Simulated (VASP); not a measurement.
The system is Pb.

```
Pb
1.0
     0.00000    2.45841    2.45841
     2.45841    0.00000    2.45841
     2.45841    2.45841    0.00000
Pb
1
Direct
  0.00000 0.00000 0.00000
```

Base run:

```yaml
Program: VASP 6.6.1
Functional: RPBE
Potentials_or_basis: VASP PAW PBE potentials, release 64 (Pb_d)
Cutoff: 520 eV
k_mesh: 9 × 9 × 9
Occupations: fermi-dirac, width 0.05 eV
Spin: no spin polarisation
```

Its results: band gap on the k mesh zero (band 7 reaches 15.24 eV, above the bottom of band 8 at 6.05 eV); pressure 5.0 GPa.

Task: The run is repeated on the same cell with these changes: dispersion from none to D4. What comes out?

Result: Band gap on the k mesh zero (band 7 reaches 15.24 eV, above the bottom of band 8 at 6.05 eV); pressure 1.2 GPa.

Dispersion adds attraction, which lowers the pressure at fixed volume and, as a term added to the energy, leaves the levels alone.

Caveats: the PAW data sets were made with another functional, which shifts forces and pressure a little; spin-orbit coupling is left out, which moves the levels of the heavy elements; pairwise dispersion overbinds metals, which lowers pressure and volume (some runs).
